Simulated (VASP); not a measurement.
# TePb (I4/mmm) in VASP: single point with r2SCAN

Aim: the single point of TePb with r2SCAN.

All numbers are computed with VASP 6.6.1; they aren't measurements. Logs are shortened: lines on timing, memory, paths and dates and some standing lists are left out, and cuts for length are marked.

### Step 1. The cell of the first run

Symmetry: I4/mmm, No. 139, tetragonal system. Conventional cell: a = 4.589 Å, b = 4.589 Å, c = 6.588 Å, α = 90.00°, β = 90.00°, γ = 90.00°. Te (site symmetry 4/mmm) has 6 Pb at 3.24 to 3.29 Å within 4.3 Å. Within 4.3 Å of Pb (site symmetry 4/mmm) lie 6 Te at 3.24 to 3.29 Å.

### Step 2. Single point, r2SCAN

POSCAR reads:

```
TePb
1.0
    4.5889226366      0.0000000000      0.0000000000
    0.0000000000      4.5889226366      0.0000000000
    0.0000000000      0.0000000000      6.5882481016
Te Pb
2 2
Direct
    0.0000000000      0.0000000000      0.0000000000
    0.5000000000      0.5000000000      0.5000000000
    0.5000000000      0.5000000000      0.0000000000
    0.0000000000      0.0000000000      0.5000000000
```

INCAR.step1 reads:

```
PREC = Accurate
ENCUT = 550
ISMEAR = 0
SIGMA = 0.02
LREAL = False
LASPH = True
NELM = 120
NBANDS = 28
GGA = PE
ALGO = Normal
EDIFF = 1E-5
LWAVE = True
LCHARG = False
GGA_COMPAT = False
```

INCAR.step2 reads:

```
PREC = Accurate
ENCUT = 550
EDIFF = 1E-6
ISMEAR = 0
SIGMA = 0.02
LREAL = False
LASPH = True
NELM = 120
ALGO = Normal
ISIF = 2
LWAVE = False
LCHARG = False
METAGGA = R2SCAN
LMIXTAU = True
NBANDS = 28
ISTART = 1
GGA_COMPAT = False
```

KPOINTS reads:

```
regular mesh
0
Gamma
  6 6 4
```

Potentials or basis: VASP PAW PBE potentials, release 64 (Te, Pb_d).

On the command line:

```sh
$ cat potpaw_PBE.64/Te/POTCAR potpaw_PBE.64/Pb_d/POTCAR > POTCAR
$ cp INCAR.step1 INCAR
$ mpirun -np 1 vasp_std > vasp.out
$ cp INCAR.step2 INCAR
$ mpirun -np 1 vasp_std > vasp.out
```

OUTCAR:

```text
PREC = Accurate
   ENCUT = 550
   EDIFF = 1E-6
   ISMEAR = 0
   LREAL = False
   LASPH = True
   NELM = 120
   ISIF = 2
   METAGGA = R2SCAN
   ISTART = 1

 ion  position               nearest neighbor table
   1  0.000  0.000  0.000-   3 3.24   3 3.24   3 3.24   3 3.24   4 3.29   4 3.29
   2  0.500  0.500  0.500-   4 3.24   4 3.24   4 3.24   4 3.24   3 3.29   3 3.29
   3  0.500  0.500  0.000-   1 3.24   1 3.24   1 3.24   1 3.24   2 3.29   2 3.29
   4  0.000  0.000  0.500-   2 3.24   2 3.24   2 3.24   2 3.24   1 3.29   1 3.29

  LATTYP: Found a simple tetragonal cell.
 ALAT       =     4.5889226366
 C/A-ratio  =     1.4356851539

  Lattice vectors:

 A1 = (   4.5889226366,   0.0000000000,   0.0000000000)
 A2 = (   0.0000000000,   4.5889226366,   0.0000000000)
 A3 = (   0.0000000000,   0.0000000000,   6.5882481016)

Analysis of symmetry for initial positions (statically):
=====================================================================
 Subroutine PRICEL returns following result:

  LATTYP: Found a body centered tetragonal cell.
 ALAT       =     4.5889226366
 C/A-ratio  =     1.4356851539

  Lattice vectors:

 A1 = (   2.2944613183,  -2.2944613183,  -3.2941240508)
 A2 = (  -2.2944613183,   2.2944613183,  -3.2941240508)
 A3 = (   2.2944613183,   2.2944613183,   3.2941240508)

   2 primitive cells build up your supercell.

 Routine SETGRP: Setting up the symmetry group for a
 simple tetragonal supercell.

 Subroutine GETGRP returns: Found 16 space group operations
 (whereof 16 operations were pure point group operations)
 out of a pool of 16 trial point group operations.

The static configuration has the point symmetry D_4h.

Analysis of symmetry for dynamics (positions and initial velocities):
=====================================================================
 Subroutine PRICEL returns following result:

  LATTYP: Found a body centered tetragonal cell.
 ALAT       =     4.5889226366
 C/A-ratio  =     1.4356851539

  Lattice vectors:

 A1 = (   2.2944613183,  -2.2944613183,  -3.2941240508)
 A2 = (  -2.2944613183,   2.2944613183,  -3.2941240508)
 A3 = (   2.2944613183,   2.2944613183,   3.2941240508)

   2 primitive cells build up your supercell.

 Routine SETGRP: Setting up the symmetry group for a
 simple tetragonal supercell.

 Subroutine GETGRP returns: Found 16 space group operations
 (whereof 16 operations were pure point group operations)
 out of a pool of 16 trial point group operations.

The dynamic configuration has the point symmetry D_4h.

 Subroutine INISYM returns: Found 16 space group operations
 (whereof 16 operations are pure point group operations),
 and found     2 'primitive' translations

----------------------------------------------------------------------------------------

                                     Primitive cell

  volume of cell :      69.3684

  direct lattice vectors                    reciprocal lattice vectors
     2.294461318 -2.294461318 -3.294124051     0.217916073  0.000000000 -0.151785419
    -2.294461318  2.294461318 -3.294124051     0.000000000  0.217916073 -0.151785419
     2.294461318  2.294461318  3.294124051     0.217916073  0.217916073  0.000000000

  length of vectors
     4.623890001  4.623890001  4.623890001     0.265567747  0.265567747  0.308179866

  position of ions in fractional coordinates (direct lattice)
     0.000000000  0.000000000  0.000000000
     0.500000000  0.500000000  0.000000000

  ion indices of the primitive-cell ions
   primitive index   ion index
                 1           1
                 2           4

----------------------------------------------------------------------------------------

 KPOINTS: regular mesh

Automatic generation of k-mesh.
 Grid dimensions read from file:
 generate k-points for:    6    6    4

 Generating k-lattice:

  Cartesian coordinates                     Fractional coordinates (reciprocal lattice)
     0.036319345  0.000000000  0.000000000     0.166666667  0.000000000  0.000000000
     0.000000000  0.036319345  0.000000000     0.000000000  0.166666667  0.000000000
     0.000000000  0.000000000  0.037946355     0.000000000  0.000000000  0.250000000

  Length of vectors
     0.036319345  0.036319345  0.037946355

  Shift w.r.t. Gamma in fractional coordinates (k-lattice)
     0.000000000  0.000000000  0.000000000

 Subroutine IBZKPT returns following result:
 ===========================================

 Found     30 irreducible k-points:

 Following reciprocal coordinates:
            Coordinates               Weight
  0.000000  0.000000  0.000000      1.000000
  0.166667  0.000000  0.000000      4.000000
  0.333333  0.000000  0.000000      4.000000
  0.500000  0.000000  0.000000      2.000000
  0.166667  0.166667  0.000000      4.000000
  0.333333  0.166667  0.000000      8.000000
[... 16 lines left out ...]
  0.333333  0.000000  0.500000      4.000000
  0.500000  0.000000  0.500000      2.000000
 [... further k-points ...]
   k-points           NKPTS =     30   k-points in BZ     NKDIM =     30   number of bands    NBANDS=     28
   number of dos      NEDOS =    301   number of ions     NIONS =      4
   total plane-waves  NPLWV =  64800
   dimension x,y,z NGX =    36 NGY =   36 NGZ =   50
   dimension x,y,z NGXF=    72 NGYF=   72 NGZF=  100
   ions per type =               2   2
   NGX,Y,Z   is equivalent  to a cutoff of  13.04, 13.04, 12.62 a.u.
   NGXF,Y,Z  is equivalent  to a cutoff of  26.08, 26.08, 25.23 a.u.
 SYSTEM =  unknown system
   PREC   = accura    normal or accurate (medium, high low for compatibility)
   ISTART =      1    job   : 0-new  1-cont  2-samecut
   ICHARG =      0    charge: 1-file 2-atom 10-const
   ISPIN  =      1    spin polarized calculation?
   LNONCOLLINEAR =      F non collinear calculations
   LSORBIT =      F    spin-orbit coupling
   LASPH  =      T    aspherical Exc in radial PAW
   ENCUT  =  550.0 eV  40.42 Ry    6.36 a.u.   8.78  8.78 12.60*2*pi/ulx,y,z
   NELM   =    120;   NELMIN=  2; NELMDL=  0     # of ELM steps
   EDIFF  = 0.1E-05   stopping-criterion for ELM
   LREAL  =      F    real-space projection
   EDIFFG = 0.1E-04   stopping-criterion for IOM
   NSW    =      0    number of steps for IOM
   IBRION =     -1    ionic relax: 0-MD 1-quasi-New 2-CG
   NFREE  =      0    steps in history (QN), initial steepest desc. (CG)
   ISIF   =      2    stress and relaxation
   ISYM   =      2    0-nonsym 1-usesym 2-fastsym
   POTIM  = 0.5000    time-step for ionic-motion
   TEBEG  =    0.0;   TEEND  =   0.0 temperature during run
   PSTRESS=    0.0 pullay stress
   NELECT =      40.0000    total number of electrons
   NUPDOWN=      -1.0000    fix difference up-down
   EMIN   =  10.00;   EMAX   =-10.00  energy-range for DOS
   EFERMI =   0.00;   METHOD = LEGACY
   ISMEAR =     0;   SIGMA  =   0.02  broadening in eV -4-tet -1-fermi 0-gaus
   EFERMI_NEDOS =   21; number of points for ismear=-14 and -15
   IALGO  =     38    algorithm
   IMIX   =      4    mixing-type and parameters
     AMIX     =   0.40;   BMIX     =  1.00
     AMIX_MAG =   1.60;   BMIX_MAG =  1.00
  volume/ion in A,a.u.               =      34.68       234.06
  Fermi-wavevector in a.u.,A,eV,Ry     =   1.081511  2.043760 15.914279  1.169666
  Thomas-Fermi vector in A             =   2.217530
   LORBIT       =      0    0 simple, 1 ext, 2 COOP (PROOUT), +10 PAW based schemes
   METAGGA = R2SCAN    functional components
   LHFCALC =     F    Hartree Fock is set to
   AEXX    =    0.0000 exact exchange contribution
   IVDW    =     0    specifies the selected vdW correction
   LEPSILON=     F    determine dielectric tensor
   LRPA    =     F    only Hartree local field effects (RPA)
 non-spin polarized calculation
 Gauss-broadening in eV      SIGMA  =   0.02
  energy-cutoff  :      550.00
  volume of cell :      138.74
 maximum number of plane-waves:      4104
 NGX is ok and might be reduce to    36
   NGX = 17   NGY = 17   NGZ = 25

 number of electron      40.0000011 magnetization

 Free energy of the ion-electron system (eV)
  ---------------------------------------------------
  ext. energy  EPLUGINS =         0.00000000
  ---------------------------------------------------
  free energy    TOTEN  =      -165.40219292 eV

  energy without entropy =     -165.40219292  energy(sigma->0) =     -165.40219292

 E-fermi :   5.2732     XC(G=0):  -9.6816

 val. band max:        5.1528165529   @ k =   0.5000   0.0000   0.5000
 cond. band min:       6.2201835337   @ k =   0.5000   0.0000   0.5000
 fundamental gap:      1.0673669808
 Fermi energy:         5.2732199764

 k-point     1 :       0.0000    0.0000    0.0000
  band No.  band energies     occupation
      1     -12.2422      2.00000
      2     -12.1847      2.00000
      3     -12.1764      2.00000
      4     -12.1749      2.00000
      5     -12.1728      2.00000
      6     -12.1728      2.00000
[... 20 lines left out ...]
     27      11.3407      0.00000
     28      11.4282      0.00000

 k-point     2 :       0.1667    0.0000    0.0000
  band No.  band energies     occupation
      1     -12.2347      2.00000
      2     -12.1851      2.00000
      3     -12.1800      2.00000
      4     -12.1727      2.00000
      5     -12.1719      2.00000
      6     -12.1712      2.00000
[... 20 lines left out ...]
     27      11.1649      0.00000
     28      11.5947      0.00000

 k-point     3 :       0.3333    0.0000    0.0000
  band No.  band energies     occupation
      1     -12.2177      2.00000
      2     -12.1897      2.00000
      3     -12.1867      2.00000
      4     -12.1821      2.00000
      5     -12.1716      2.00000
      6     -12.1668      2.00000
[... 20 lines left out ...]
     27      11.4654      0.00000
     28      11.7328      0.00000

 k-point     4 :       0.5000    0.0000    0.0000
  band No.  band energies     occupation
      1     -12.2008      2.00000
      2     -12.2008      2.00000
      3     -12.1886      2.00000
      4     -12.1886      2.00000
      5     -12.1675      2.00000
      6     -12.1675      2.00000
[... 20 lines left out ...]
     27      12.3853      0.00000
     28      12.3853      0.00000

 k-point     5 :       0.1667    0.1667    0.0000
  band No.  band energies     occupation
      1     -12.2295      2.00000
      2     -12.1902      2.00000
      3     -12.1793      2.00000
      4     -12.1762      2.00000
      5     -12.1749      2.00000
      6     -12.1676      2.00000
[... 20 lines left out ...]
     27      11.3085      0.00000
     28      11.5354      0.00000

 k-point     6 :       0.3333    0.1667    0.0000
  band No.  band energies     occupation
      1     -12.2196      2.00000
      2     -12.2021      2.00000
      3     -12.1829      2.00000
      4     -12.1798      2.00000
      5     -12.1757      2.00000
      6     -12.1664      2.00000
[... 463 lines left out ...]
      5     -12.1708      2.00000
      6     -12.1708      2.00000
[... 20 lines left out ...]
     27      10.0002      0.00000
     28      10.0002      0.00000

 k-point    22 :       0.1667    0.0000    0.5000
  band No.  band energies     occupation
      1     -12.2056      2.00000
      2     -12.2056      2.00000
      3     -12.1779      2.00000
      4     -12.1779      2.00000
      5     -12.1683      2.00000
      6     -12.1683      2.00000
[... 20 lines left out ...]
     27      10.4771      0.00000
     28      10.4771      0.00000

 k-point    23 :       0.3333    0.0000    0.5000
  band No.  band energies     occupation
      1     -12.1999      2.00000
      2     -12.1999      2.00000
      3     -12.1879      2.00000
      4     -12.1879      2.00000
      5     -12.1682      2.00000
      6     -12.1682      2.00000
[... 20 lines left out ...]
     27      12.2539      0.00000
     28      12.2539      0.00000

 k-point    24 :       0.5000    0.0000    0.5000
  band No.  band energies     occupation
      1     -12.1975      2.00000
      2     -12.1975      2.00000
      3     -12.1925      2.00000
      4     -12.1925      2.00000
      5     -12.1692      2.00000
      6     -12.1692      2.00000
[... 20 lines left out ...]
     27      14.0605      0.00000
     28      14.0605      0.00000

 [... further k-points ...]

------------------------ aborting loop because EDIFF is reached ----------------------------------------

  FORCE on cell =-STRESS in cart. coord.  units (eV):
  Direction    XX          YY          ZZ          XY          YZ          ZX
  --------------------------------------------------------------------------------------
  -------------------------------------------------------------------------------------
  Total        0.6407003      0.6407003     -0.5940760      0.0000000     -0.0000000      0.0000000
  in kB        7.3990183      7.3990183     -6.8605848      0.0000000     -0.0000000      0.0000000
  external PRESSURE =       2.6458173 kB  Pullay stress =       0.0000000 kB

 VOLUME and BASIS-vectors are now :
 -----------------------------------------------------------------------------
  energy-cutoff  :      550.00
  volume of cell :      138.74
      direct lattice vectors                 reciprocal lattice vectors
     4.588922637  0.000000000  0.000000000     0.217916073  0.000000000  0.000000000
     0.000000000  4.588922637  0.000000000     0.000000000  0.217916073  0.000000000
     0.000000000  0.000000000  6.588248102     0.000000000  0.000000000  0.151785419

 POSITION                                       TOTAL-FORCE (eV/Angst)
 -----------------------------------------------------------------------------------
      0.00000      0.00000      0.00000         0.000000      0.000000      0.000000
      2.29446      2.29446      3.29412         0.000000      0.000000      0.000000
      2.29446      2.29446      0.00000        -0.000000     -0.000000      0.000000
      0.00000      0.00000      3.29412         0.000000      0.000000      0.000000
 -----------------------------------------------------------------------------------
    total drift:                                0.000000      0.000000      0.000000

  FREE ENERGIE OF THE ION-ELECTRON SYSTEM (eV)
  ---------------------------------------------------
  free  energy   TOTEN  =      -165.4021929160 eV

  energy  without entropy=     -165.4021929160  energy(sigma->0) =     -165.40219292
```

It took 4.6 min on 1 thread of AMD EPYC 7R13 (Zen 3), shared host; peak memory 0.29 GiB.

Results:

| Quantity | Value |
| --- | --- |
| Free energy | -165.4022 eV |
| Pressure | 0.3 GPa |
| Band gap on the k mesh | 1.07 eV |

Levels at points of the mesh, in eV from the valence-band top:
```
           k point  band 18  band 19  band 20  band 21  band 22  band 23
(0.00, 0.00, 0.00)    -1.44    -1.44    -1.29     3.74     4.09     4.43
(0.50, 0.00, 0.00)    -1.06    -0.51    -0.51     1.92     1.92     1.95
(0.50, 0.50, 0.00)    -2.90    -2.73    -2.73     3.69     3.69     5.51
(0.00, 0.00, 0.50)    -2.18    -1.48    -1.48     2.77     2.77     4.50
(0.50, 0.00, 0.50)    -0.91     0.00     0.00     1.07     1.07     1.47
(0.50, 0.50, 0.50)    -3.80    -0.47    -0.47     1.87     1.87     5.60
```

Caveat: the PAW data sets were made with another functional, which shifts forces and pressure a little; spin-orbit coupling is left out, which moves the levels of the heavy elements. A k mesh can miss the band edges.
